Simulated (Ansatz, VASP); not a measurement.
Si5Mo in VASP and in Ansatz

Contents of INCAR:

```
PREC = Accurate
ENCUT = 520
EDIFF = 1E-7
ISMEAR = 0
SIGMA = 0.1
LREAL = False
LASPH = True
NELM = 150
ALGO = Normal
ISIF = 2
LWAVE = False
LCHARG = True
ISPIN = 2
MAGMOM = 0 0 0 0 0 1
LORBIT = 11
LMAXMIX = 4
GGA = PE
LELF = True
LVHAR = True
NBANDS = 30
```

KPOINTS

```
regular mesh
0
Gamma
  4 4 4
```

File POSCAR:

```
Si5Mo
1.0
    5.7705649010      0.0000000000      0.0000000000
    0.0000000000      5.7705649010      0.0000000000
    0.0000000000      0.0000000000      3.8322871245
Si Mo
5 1
Direct
    0.2922565931      0.2922565931      0.0000000000
    0.7077434069      0.7077434069      0.0000000000
    0.7077434069      0.2922565931      0.0000000000
    0.2922565931      0.7077434069      0.0000000000
    0.0000000000      0.0000000000      0.0000000000
    0.5000000000      0.5000000000      0.5000000000
```

Input for Ansatz:

```yaml
crystal:
  lattice:
    - [5.770564901, 0.0, 0.0]
    - [0.0, 5.770564901, 0.0]
    - [0.0, 0.0, 3.8322871245]
  atoms:
    - { symbol: Si, position: [0.2922565931, 0.2922565931, 0.0] }
    - { symbol: Si, position: [0.7077434069, 0.7077434069, 0.0] }
    - { symbol: Si, position: [0.7077434069, 0.2922565931, 0.0] }
    - { symbol: Si, position: [0.2922565931, 0.7077434069, 0.0] }
    - { symbol: Si, position: [0.0, 0.0, 0.0] }
    - { symbol: Mo, position: [0.5, 0.5, 0.5], spin: 1.0 }
basis:
  ecutwfc: 420
kpoints:
  mp_grid: { grid: [4, 4, 4] }
hamiltonian:
  xc: pbe
scf:
  occupations: { method: gaussian, width: 0.1 }
  lower_state_search: "off"
output:
  forces: true
  stress: true
  eigenvalues: true
  populations: true
magnetization:
  spin_polarized: true
```

Alike in both runs: task single point; functional PBE; k mesh 4 × 4 × 4; occupations gaussian, width 0.1 eV; collinear spin.

```csv
,VASP,Ansatz
version,VASP 6.6.1,Ansatz 0.2.0
potentials or method,"VASP PAW PBE potentials, release 64 (Si, Mo_sv), cutoff 520 eV","scalar-relativistic, plane waves, PAW"
valence electrons in the cell,34,34
```

|  | VASP | Ansatz | Ansatz less VASP |
| --- | --- | --- | --- |
| gap on the k mesh at the Fermi level (eV) | none | none | - |
| pressure (GPa) | -0.1 | 0.0 | +0.11 |
| traceless stress, the component that is largest in VASP (GPa) | -0.12 | -0.43 | -0.310 |
| rms of the force components (eV/Å) | 0.000 | 0.028 | +0.0282 |
| net moment per atom (μB) | 0.00 | 0.05 | +0.051 |
| size of the moment on the site where the two differ most (μB) | 0.00 | 0.22 | +0.218 |

Site moments also hang on the region over which each program counts them. Atom by atom the forces differ by 0.029 eV/Å (rms over components). A gap of «none» marks a metal or a gap that the smearing closes.

The k mesh is coarse, so the values compare programs but aren't converged.
